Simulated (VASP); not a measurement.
Write the native input for VASP 6.6.1 that does the following.

* Task: single point
* Functional: r2SCAN
* Potentials or basis: VASP PAW PBE potentials, release 64 (Lu, Al, N)
* Cutoff: 520 eV
* k mesh: 7 × 7 × 7
* Occupations: fermi-dirac, width 0.1 eV
* Spin: no spin polarisation
* Dipole correction: no
* Further INCAR settings: ALGO = Normal; EDIFF = 1e-06; NBANDS = 40

Crystal: Lu2AlN2.

```
CELL_PARAMETERS angstrom
0.00000 4.08829 0.00000
4.08829 0.00000 0.00000
2.04415 2.04415 -5.48239
ATOMIC_POSITIONS crystal
Lu 0.32280 0.32280 0.35439
Lu 0.67720 0.67720 0.64561
Al 0.00000 0.00000 0.00000
N 0.25000 0.75000 0.50000
N 0.75000 0.25000 0.50000
```

One way to write it, as run:

POSCAR

```
Lu2AlN2
1.0
    0.0000000000      4.0882907497     -0.0000001742
    4.0882907497      0.0000000000     -0.0000001742
    2.0441451412      2.0441451412     -5.4823873526
Lu Al N
2 1 2
Direct
    0.3228035820      0.3228035820      0.3543928360
    0.6771964180      0.6771964180      0.6456071640
    0.0000000000      0.0000000000      0.0000000000
    0.2500000000      0.7500000000      0.5000000000
    0.7500000000      0.2500000000      0.5000000000
```

INCAR.step1

```
SYSTEM = Lu2AlN2
PREC = Accurate
ENCUT = 520
ISMEAR = -1
SIGMA = 0.1
LREAL = .FALSE.
LASPH = .TRUE.
NELM = 100
NBANDS = 40
GGA = PE
ALGO = Normal
EDIFF = 1E-4
LWAVE = .TRUE.
LCHARG = .FALSE.
```

INCAR.step2

```
SYSTEM = Lu2AlN2
PREC = Accurate
ENCUT = 520
EDIFF = 1E-6
ISMEAR = -1
SIGMA = 0.1
LREAL = .FALSE.
LASPH = .TRUE.
NELM = 100
ALGO = Normal
ISIF = 2
LWAVE = .FALSE.
LCHARG = .FALSE.
METAGGA = R2SCAN
LMIXTAU = .TRUE.
NBANDS = 40
ISTART = 1
```

KPOINTS

```
Automatic mesh
0
G
  7 7 7
  0 0 0
```

Potentials or basis: VASP PAW PBE potentials, release 64 (Lu, Al, N).

Run with:

```sh
$ cat potpaw_PBE.64/Lu/POTCAR potpaw_PBE.64/Al/POTCAR potpaw_PBE.64/N/POTCAR > POTCAR
$ cp INCAR.step1 INCAR
$ mpirun -np 1 vasp_std > vasp.out
$ cp INCAR.step2 INCAR
$ mpirun -np 1 vasp_std > vasp.out
```

Results of the run:

| Quantity | Value |
| --- | --- |
| Pressure | 1.1 GPa |
| Largest force | 0.188 eV/Å |
| Band gap on the k mesh | zero (an odd number of electrons rules out a gap without spin polarisation) |

Caveat: the PAW data sets were made with another functional, which shifts forces and pressure a little; spin-orbit coupling is left out, which moves the levels of the heavy elements.

Wall time 8.7 min on 1 thread of Intel(R) Xeon(R) Platinum 8259CL CPU @ 2.50GHz (Skylake/Cascade Lake), with other jobs on the host, peak memory 0.3 GiB.
